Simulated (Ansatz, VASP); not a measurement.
**One calculation of BaPtPbSe3, two programs**

```
CELL_PARAMETERS angstrom
4.96142 0.00000 0.00000
0.00000 4.96142 0.00000
0.00000 0.00000 7.25929
ATOMIC_POSITIONS crystal
Ba 0.00000 0.00000 0.29093
Pt 0.50000 0.50000 0.89418
Pb 0.00000 0.00000 0.76413
Se 0.50000 0.00000 0.97848
Se 0.00000 0.50000 0.97848
Se 0.50000 0.50000 0.52745
```

Alike in both runs: task relaxation of cell and atoms; functional PBE; k mesh 6 × 6 × 4; occupations gaussian, width 0.1 eV; no spin polarisation.

```csv
,VASP,Ansatz
version,VASP 6.6.1,Ansatz 0.2.0
potentials or method,"VASP PAW PBE potentials, release 64 (Ba_sv, Pt, Pb_d, Se), cutoff 600 eV","scalar-relativistic, plane waves, PAW"
valence electrons in the cell,52,90
```

```tsv
	VASP	Ansatz	Ansatz less VASP
gap on the k mesh at the Fermi level, each at its own relaxed structure (eV)	none	none	-
relaxed volume (Å³/atom)	28.84	28.68	-0.162
relaxed length of the cell vector where the two differ most in proportion (Å)	7.671	7.644	-0.0276
```

A gap of «none» marks a metal or a gap that the smearing closes. VASP's potentials hold 52 valence electrons a cell and Ansatz's 90, so a difference there can come from the potentials and not from the codes.

Spin-orbit coupling is off throughout.
